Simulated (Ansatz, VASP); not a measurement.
Lu2AlB2 in VASP and in Ansatz

```
Lu B Al
1.0
     0.00000    0.00000    3.77461
     3.96990   -2.67082    1.88731
     3.96990    2.67082   -1.88731
Lu B Al
2 2 1
Cartesian
  5.6462 0.0000 1.8873
  2.2936 0.0000 1.8873
  3.9699 -1.1255 3.7746
  3.9699 1.1255 0.0000
  0.0000 0.0000 0.0000
```

Alike in both runs: task single point; functional r2SCAN; k mesh 8 × 8 × 8; occupations gaussian, width 0.037 eV; no spin polarisation.

|  | VASP | Ansatz |
| --- | --- | --- |
| version | VASP 6.6.1 | Ansatz 0.2.0 |
| potentials or method | VASP PAW PBE potentials, release 64 (Lu, B, Al), cutoff 520 eV | PAW plane waves |
| valence electrons in the cell | 59 | 59 |

|  | VASP | Ansatz | Ansatz less VASP |
| --- | --- | --- | --- |
| pressure (GPa) | -6.6 | -7.0 | -0.47 |
| traceless stress, the component that is largest in VASP (GPa) | 5.98 | 5.89 | -0.086 |
| rms of the force components (eV/Å) | 0.407 | 0.410 | +0.0027 |

VASP's potentials were made for PBE, not for r2SCAN. Atom by atom the forces differ by 0.003 eV/Å (rms over components).

Spin-orbit coupling is off throughout.
